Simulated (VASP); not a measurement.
# Zn3Ag (P-6m2) in VASP: notebook

The runs below take Zn3Ag through single point, relaxation of cell and atoms, with LDA.

Program: VASP 6.6.1. These are calculated values, not measurements. Logs are shortened: lines on timing, memory, paths and dates and some standing lists are left out, and cuts for length are marked.

## (1) The cell of the first run

The structure is hexagonal, space group P-6m2 (No. 187). The conventional cell has a = 2.762 Å, b = 2.762 Å, c = 8.526 Å, α = 90.00°, β = 90.00°, γ = 120.00°. Within 3.5 Å of Zn (site symmetry -6m2) lie 12 Zn at 2.64 to 2.76 Å. Zn (site symmetry 3m) has 9 Zn at 2.64 to 2.76 Å and 3 Ag at 2.69 Å within 3.5 Å. Within 3.5 Å of Ag (site symmetry -6m2) lie 6 Zn at 2.69 Å and 6 Ag at 2.76 Å.

## (2) Single point, LDA

INCAR reads:

```
  ALGO = Normal
  EDIFF = 1E-6
  ENCUT = 520
  ISIF = 2
  ISMEAR = 0
  LASPH = T
  LCHARG = F
  LREAL = F
  LWAVE = F
  NBANDS = 32
  NELM = 60
  PREC = Accurate
  SIGMA = 0.1
```

KPOINTS reads:

```
k-points
0
Gamma
  7 7 2
```

POSCAR reads:

```
Zn3Ag
1.0
    2.7624022119      0.0000002801      0.0000000000
   -1.3812013485      2.3923103510      0.0000000000
    0.0000000000      0.0000000000      8.5257279819
Zn Ag
3 1
Direct
    0.6666666667      0.3333333333      0.5000000000
    0.3333333333      0.6666666667      0.2538660479
    0.3333333333      0.6666666667      0.7461339521
    0.6666666667      0.3333333333      0.0000000000
```

Potentials or basis: VASP PAW LDA potentials, release 64 (Zn, Ag).

Run with:

```sh
$ cat potpaw_LDA.64/Zn/POTCAR potpaw_LDA.64/Ag/POTCAR > POTCAR
$ mpirun -np 1 vasp_std > vasp.out
```

OUTCAR:

```text
EDIFF = 1E-6
   ENCUT = 520
   ISIF = 2
   ISMEAR = 0
   LASPH = T
   LREAL = F
   NELM = 60
   PREC = Accurate

 ion  position               nearest neighbor table
   1  0.667  0.333  0.500-   2 2.64   3 2.64   2 2.64   3 2.64   2 2.64   3 2.64
   2  0.333  0.667  0.254-   1 2.64   1 2.64   1 2.64   4 2.69   4 2.69   4 2.69
   3  0.333  0.667  0.746-   1 2.64   1 2.64   1 2.64   4 2.69   4 2.69   4 2.69
   4  0.667  0.333  0.000-   2 2.69   3 2.69   2 2.69   3 2.69   2 2.69   3 2.69

  LATTYP: Found a hexagonal cell.
 ALAT       =     2.7624022119
 C/A-ratio  =     3.0863456253

  Lattice vectors:

 A1 = (   2.7624022119,   0.0000002801,   0.0000000000)
 A2 = (  -1.3812013485,   2.3923103510,   0.0000000000)
 A3 = (   0.0000000000,   0.0000000000,   8.5257279819)

Analysis of symmetry for initial positions (statically):
=====================================================================
 Subroutine PRICEL returns:
 Original cell was already a primitive cell.

 Routine SETGRP: Setting up the symmetry group for a
 hexagonal supercell.

 Subroutine GETGRP returns: Found 12 space group operations
 (whereof 12 operations were pure point group operations)
 out of a pool of 24 trial point group operations.

The static configuration has the point symmetry D_3h.

Analysis of symmetry for dynamics (positions and initial velocities):
=====================================================================
 Subroutine PRICEL returns:
 Original cell was already a primitive cell.

 Routine SETGRP: Setting up the symmetry group for a
 hexagonal supercell.

 Subroutine GETGRP returns: Found 12 space group operations
 (whereof 12 operations were pure point group operations)
 out of a pool of 24 trial point group operations.

The dynamic configuration has the point symmetry D_3h.

 Subroutine INISYM returns: Found 12 space group operations
 (whereof 12 operations are pure point group operations),
 and found     1 'primitive' translations

----------------------------------------------------------------------------------------

                                     Primitive cell

  volume of cell :      56.3425

  direct lattice vectors                    reciprocal lattice vectors
     2.762402212  0.000000280  0.000000000     0.362003743  0.209003008  0.000000000
    -1.381201349  2.392310351  0.000000000    -0.000000042  0.418005942  0.000000000
     0.000000000  0.000000000  8.525727982     0.000000000  0.000000000  0.117292037

  length of vectors
     2.762402212  2.762402212  8.525727982     0.418005942  0.418005942  0.117292037

  position of ions in fractional coordinates (direct lattice)
     0.666666667  0.333333333  0.500000000
     0.333333333  0.666666667  0.253866048
     0.333333333  0.666666667  0.746133952
     0.666666667  0.333333333  0.000000000

  ion indices of the primitive-cell ions
   primitive index   ion index
                 1           1
                 2           2
                 3           3
                 4           4

----------------------------------------------------------------------------------------

 KPOINTS: k-points

Automatic generation of k-mesh.
 Grid dimensions read from file:
 generate k-points for:    7    7    2

 Generating k-lattice:

  Cartesian coordinates                     Fractional coordinates (reciprocal lattice)
     0.051714820  0.029857573  0.000000000     0.142857143 -0.000000000  0.000000000
    -0.000000006  0.059715135  0.000000000     0.000000000  0.142857143  0.000000000
     0.000000000  0.000000000  0.058646018     0.000000000  0.000000000  0.500000000

  Length of vectors
     0.059715135  0.059715135  0.058646018

  Shift w.r.t. Gamma in fractional coordinates (k-lattice)
     0.000000000  0.000000000  0.000000000

 Subroutine IBZKPT returns following result:
 ===========================================

 Found     16 irreducible k-points:

 Following reciprocal coordinates:
            Coordinates               Weight
  0.000000  0.000000  0.000000      1.000000
  0.142857  0.000000  0.000000      6.000000
  0.285714  0.000000  0.000000      6.000000
  0.428571  0.000000  0.000000      6.000000
  0.142857  0.142857  0.000000      6.000000
  0.285714  0.142857  0.000000     12.000000
[... 8 lines left out ...]
  0.428571  0.142857  0.500000      6.000000
  0.285714  0.285714  0.500000      6.000000
   k-points           NKPTS =     16   k-points in BZ     NKDIM =     16   number of bands    NBANDS=     32
   number of dos      NEDOS =    301   number of ions     NIONS =      4
   total plane-waves  NPLWV =  36864
   dimension x,y,z NGX =    24 NGY =   24 NGZ =   64
   dimension x,y,z NGXF=    48 NGYF=   48 NGZF=  128
   ions per type =               3   1
   NGX,Y,Z   is equivalent  to a cutoff of  14.44, 14.44, 12.48 a.u.
   NGXF,Y,Z  is equivalent  to a cutoff of  28.89, 28.89, 24.96 a.u.
 SYSTEM =  unknown system
   PREC   = accura    normal or accurate (medium, high low for compatibility)
   ISTART =      0    job   : 0-new  1-cont  2-samecut
   ICHARG =      2    charge: 1-file 2-atom 10-const
   ISPIN  =      1    spin polarized calculation?
   LNONCOLLINEAR =      F non collinear calculations
   LSORBIT =      F    spin-orbit coupling
   LASPH  =      T    aspherical Exc in radial PAW
   ENCUT  =  520.0 eV  38.22 Ry    6.18 a.u.   5.14  5.14 15.85*2*pi/ulx,y,z
   NELM   =     60;   NELMIN=  2; NELMDL= -5     # of ELM steps
   EDIFF  = 0.1E-05   stopping-criterion for ELM
   LREAL  =      F    real-space projection
   EDIFFG = 0.1E-04   stopping-criterion for IOM
   NSW    =      0    number of steps for IOM
   IBRION =     -1    ionic relax: 0-MD 1-quasi-New 2-CG
   NFREE  =      0    steps in history (QN), initial steepest desc. (CG)
   ISIF   =      2    stress and relaxation
   ISYM   =      2    0-nonsym 1-usesym 2-fastsym
   POTIM  = 0.5000    time-step for ionic-motion
   TEBEG  =    0.0;   TEEND  =   0.0 temperature during run
   PSTRESS=    0.0 pullay stress
   NELECT =      47.0000    total number of electrons
   NUPDOWN=      -1.0000    fix difference up-down
   EMIN   =  10.00;   EMAX   =-10.00  energy-range for DOS
   EFERMI =   0.00;   METHOD = LEGACY
   ISMEAR =     0;   SIGMA  =   0.10  broadening in eV -4-tet -1-fermi 0-gaus
   EFERMI_NEDOS =   21; number of points for ismear=-14 and -15
   IALGO  =     38    algorithm
   IMIX   =      4    mixing-type and parameters
     AMIX     =   0.40;   BMIX     =  1.00
     AMIX_MAG =   1.60;   BMIX_MAG =  1.00
  volume/ion in A,a.u.               =      14.09        95.05
  Fermi-wavevector in a.u.,A,eV,Ry     =   1.541093  2.912243 32.313390  2.374967
  Thomas-Fermi vector in A             =   2.647088
   LORBIT       =      0    0 simple, 1 ext, 2 COOP (PROOUT), +10 PAW based schemes
   GGA     = CA    functional components
   LHFCALC =     F    Hartree Fock is set to
   AEXX    =    0.0000 exact exchange contribution
   IVDW    =     0    specifies the selected vdW correction
   LEPSILON=     F    determine dielectric tensor
   LRPA    =     F    only Hartree local field effects (RPA)
 non-spin polarized calculation
 Gauss-broadening in eV      SIGMA  =   0.10
  energy-cutoff  :      520.00
  volume of cell :       56.34
 maximum number of plane-waves:      1532
 NGX is ok and might be reduce to    24
   NGX = 11   NGY = 11   NGZ = 31

 number of electron      47.0000009 magnetization

 Free energy of the ion-electron system (eV)
  ---------------------------------------------------
  ext. energy  EPLUGINS =         0.00000000
  ---------------------------------------------------
  free energy    TOTEN  =        -9.57549697 eV

  energy without entropy =       -9.57330406  energy(sigma->0) =       -9.57440052

 E-fermi :   5.4007     XC(G=0): -12.6783

 val. band max:        5.3321071226   @ k =   0.4286   0.1429   0.0000
 cond. band min:       5.6463049018   @ k =   0.2857   0.2857   0.0000
 fundamental gap:      0.3141977791
 Fermi energy:         5.4006972040

 k-point     1 :       0.0000    0.0000    0.0000
  band No.  band energies     occupation
      1      -5.4541      2.00000
      2      -3.6456      2.00000
      3      -3.5291      2.00000
      4      -2.8524      2.00000
      5      -2.7348      2.00000
      6      -2.7348      2.00000
[... 24 lines left out ...]
     31      21.6813      0.00000
     32      21.6813      0.00000

 k-point     2 :       0.1429    0.0000    0.0000
  band No.  band energies     occupation
      1      -4.9123      2.00000
      2      -3.3123      2.00000
      3      -3.2885      2.00000
      4      -2.8521      2.00000
      5      -2.7247      2.00000
      6      -2.6254      2.00000
[... 24 lines left out ...]
     31      18.8795      0.00000
     32      19.8604      0.00000

 k-point     3 :       0.2857    0.0000    0.0000
  band No.  band energies     occupation
      1      -3.6599      2.00000
      2      -3.1739      2.00000
      3      -3.1715      2.00000
      4      -2.9143      2.00000
      5      -2.7796      2.00000
      6      -2.5940      2.00000
[... 24 lines left out ...]
     31      17.4580      0.00000
     32      17.7060      0.00000

 k-point     4 :       0.4286    0.0000    0.0000
  band No.  band energies     occupation
      1      -3.4106      2.00000
      2      -3.3331      2.00000
      3      -3.2211      2.00000
      4      -2.9535      2.00000
      5      -2.9480      2.00000
      6      -2.7065      2.00000
[... 374 lines left out ...]
     31      14.0102      0.00000
     32      14.4417      0.00000

 k-point    15 :       0.4286    0.1429    0.5000
  band No.  band energies     occupation
      1      -3.3037      2.00000
      2      -3.3036      2.00000
      3      -3.1482      2.00000
      4      -2.8557      2.00000
      5      -2.7975      2.00000
      6      -2.7370      2.00000
[... 24 lines left out ...]
     31      15.2745      0.00000
     32      15.7598      0.00000

 k-point    16 :       0.2857    0.2857    0.5000
  band No.  band energies     occupation
      1      -3.1576      2.00000
      2      -3.0528      2.00000
      3      -3.0154      2.00000
      4      -2.9526      2.00000
      5      -2.7978      2.00000
      6      -2.6417      2.00000
[... 24 lines left out ...]
     31      12.1522      0.00000
     32      12.7626      0.00000

------------------------ aborting loop because EDIFF is reached ----------------------------------------

  FORCE on cell =-STRESS in cart. coord.  units (eV):
  Direction    XX          YY          ZZ          XY          YZ          ZX
  --------------------------------------------------------------------------------------
  -------------------------------------------------------------------------------------
  Total        0.1751968      0.1751968      0.2500346      0.0000000      0.0000000     -0.0000000
  in kB        4.9819669      4.9819669      7.1100834      0.0000000      0.0000000     -0.0000000
  external PRESSURE =       5.6913391 kB  Pullay stress =       0.0000000 kB

 VOLUME and BASIS-vectors are now :
 -----------------------------------------------------------------------------
  energy-cutoff  :      520.00
  volume of cell :       56.34
      direct lattice vectors                 reciprocal lattice vectors
     2.762402212  0.000000280  0.000000000     0.362003743  0.209003008  0.000000000
    -1.381201349  2.392310351  0.000000000    -0.000000042  0.418005942  0.000000000
     0.000000000  0.000000000  8.525727982     0.000000000  0.000000000  0.117292037

 POSITION                                       TOTAL-FORCE (eV/Angst)
 -----------------------------------------------------------------------------------
      1.38120      0.79744      4.26286         0.000000      0.000000      0.000000
     -0.00000      1.59487      2.16439        -0.000000     -0.000000     -0.007435
     -0.00000      1.59487      6.36134        -0.000000     -0.000000      0.007435
      1.38120      0.79744      0.00000        -0.000000     -0.000000      0.000000
 -----------------------------------------------------------------------------------
    total drift:                                0.000000     -0.000000     -0.000000

  FREE ENERGIE OF THE ION-ELECTRON SYSTEM (eV)
  ---------------------------------------------------
  free  energy   TOTEN  =        -9.5754969730 eV

  energy  without entropy=       -9.5733040628  energy(sigma->0) =       -9.57440052
```

Wall time 18 s (1 thread of Intel Xeon Platinum 8375C at 2.90GHz (Ice Lake), shared host); peak memory 0.17 GiB.

What came out:

* Free energy: -9.5755 eV
* Pressure: 0.6 GPa
* Largest force: 0.007 eV/Å
* Band gap on the k mesh: zero (an odd number of electrons rules out a gap without spin polarisation)

Forces on the atoms (eV/Å):
```
Zn   0.000  0.000  0.000
Zn   0.000  0.000 -0.007
Zn   0.000  0.000  0.007
Ag   0.000  0.000  0.000
```

Caveat: the k points lie up to 0.38 Å⁻¹ apart, too coarse for converged energies and pressures of a metal.

## (3) Relaxation of cell and atoms, LDA

This run uses another cell than the first one, of 15.02 Å³/atom.

INCAR reads:

```
ALGO     = Normal         # electronic algorithm
EDIFF    = 1E-7           # SCF threshold, eV
EDIFFG   = -0.01          # ionic threshold
ENCUT    = 600            # plane-wave cutoff, eV
GGA      = CA             # functional
IBRION   = 2              # ionic algorithm
ISIF     = 3              # what is computed and relaxed
ISMEAR   = 0              # smearing method
LASPH    = T              # aspherical terms in the spheres
LCHARG   = F              # write CHGCAR
LREAL    = F              # projectors in reciprocal space
LWAVE    = F              # write WAVECAR
NELM     = 100            # most SCF steps
NSW      = 80             # ionic steps
PREC     = Accurate       # precision mode
SIGMA    = 0.1            # smearing width, eV
```

KPOINTS is that of step 2.

POSCAR reads:

```
Zn3Ag
1.0
    2.8470090000      0.0000000000      0.0000000000
   -1.4235050000      2.4655820000      0.0000000000
    0.0000000000      0.0000000000      8.5584120000
Zn Ag
3 1
Direct
    0.6666666667      0.3333333333      0.5000000000
    0.3333333333      0.6666666667      0.2567960000
    0.3333333333      0.6666666667      0.7432040000
    0.6666666667      0.3333333333      0.0000000000
```

Potentials or basis: VASP PAW LDA potentials, release 64 (Zn, Ag).

Run with:

```sh
$ cat potpaw_LDA.64/Zn/POTCAR potpaw_LDA.64/Ag/POTCAR > POTCAR
$ mpirun -np 1 vasp_std > vasp.out
```

It took 2.1 min on 1 thread of Intel Xeon Platinum 8375C at 2.90GHz (Ice Lake), shared host; peak memory 0.19 GiB.

It converged, with:

| Quantity | Value |
| --- | --- |
| Free energy | -9.5771 eV |
| Relaxed volume | 14.15 Å³/atom |
| Relaxed cell | a = 2.766 Å, b = 2.766 Å, c = 8.541 Å, α = 90.00°, β = 90.00°, γ = 120.00° |
| Space group after relaxing (to 0.1 Å) | P-6m2 (No. 187) |
| Energy gained by relaxing | 23.1 meV/atom |
| Ionic steps | 10 |
| Pressure after relaxing | 0.0 GPa |
| Band gap on the k mesh | zero (an odd number of electrons rules out a gap without spin polarisation) |

Forces in eV/Å, atoms in the order of the input:
```
Zn   0.000  0.000  0.000
Zn   0.000  0.000 -0.003
Zn   0.000  0.000  0.003
Ag   0.000  0.000  0.000
```

Step by step:
```
step  energy change (eV)  largest force (eV/Å)  pressure (GPa)  volume (Å³)
   1              0.0000                0.2639           -6.08        60.08
   2             -0.0766                0.0885            3.04        55.25
   3             -0.0854                0.1411            0.49        56.34
   4             -0.0915                0.0794            0.22        56.46
   5             -0.0920                0.0587            0.11        56.50
   6             -0.0923                0.0355           -0.08        56.59
   7             -0.0924                0.0218           -0.16        56.64
   8             -0.0924                0.0167           -0.18        56.66
   9             -0.0925                0.0056            0.11        56.54
  10             -0.0925                0.0027            0.01        56.58
```

Final structure:
```
Zn Ag
1.0
     2.76582    0.00000    0.00000
    -1.38291    2.39527    0.00000
     0.00000    0.00000    8.54082
Zn Ag
3 1
Direct
  0.66667 0.33333 0.50000
  0.33333 0.66667 0.25370
  0.33333 0.66667 0.74630
  0.66667 0.33333 0.00000
```

Levels at points of the mesh, in eV from the Fermi level:
```
           k point  band 21  band 22  band 23  band 24  band 25  band 26  band 27  band 28
(0.00, 0.00, 0.00)    -5.31    -4.15    -4.15    -2.31     0.92     9.75    10.69    14.82
(0.00, 0.00, 0.50)    -5.18    -4.55    -4.15    -4.15     3.98     5.15    14.89    14.89
```

Caveat: the k points lie up to 0.37 Å⁻¹ apart in the final cell, too coarse for converged energies and pressures of a metal.
